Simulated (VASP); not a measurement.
A run of VASP 6.6.1:

Contents of INCAR:

```
PREC = Accurate
ENCUT = 520
EDIFF = 1E-6
ISMEAR = 0
SIGMA = 0.1
LREAL = F
LASPH = T
NELM = 100
ALGO = Normal
ISIF = 2
LWAVE = F
LCHARG = F
LDIPOL = T
IDIPOL = 3
DIPOL = 0.5 0.5 0.312
GGA = PE
NBANDS = 99
```

KPOINTS

```
Automatic mesh
0
Gamma
  5 5 1
```

Contents of POSCAR:

```
W12O
1.0
    5.5140853207      0.0000000000      0.0000000000
   -1.8380284402      5.1987294965      0.0000000000
    0.0000000000      0.0000000000     21.3560050645
W O
12 1
Direct
    0.2500000000      0.2500000000      0.1873009483
    0.2500000000      0.7500000000      0.1873009483
    0.7500000000      0.2500000000      0.1873009483
    0.7500000000      0.7500000000      0.1873009483
    0.0000000000      0.0000000000      0.2892877541
    0.0000000000      0.5000000000      0.2892877541
    0.5000000000      0.0000000000      0.2892877541
    0.5000000000      0.5000000000      0.2892877541
    0.2500000000      0.2500000000      0.3912719181
    0.2500000000      0.7500000000      0.3912719181
    0.7500000000      0.2500000000      0.3912719181
    0.7500000000      0.7500000000      0.3912719181
    0.4166666667      0.4166666667      0.5799776235
```

Potentials or basis: VASP PAW PBE potentials, release 64 (W_sv, O).

Command:

```bash
$ cat potpaw_PBE.64/W_sv/POTCAR potpaw_PBE.64/O/POTCAR > POTCAR
$ mpirun -np 1 vasp_std > vasp.out
```

Hardware: 1 thread of AMD EPYC 9R45 96-Core Processor (Zen 5), on a shared host.

**Question.** How long does it take, and how much memory?

**Answer.** Run time: 39 min on 1 thread of AMD EPYC 9R45 96-Core Processor (Zen 5) (shared host), peak memory 0.77 GiB. Counts: scf iterations 87, k points 9.
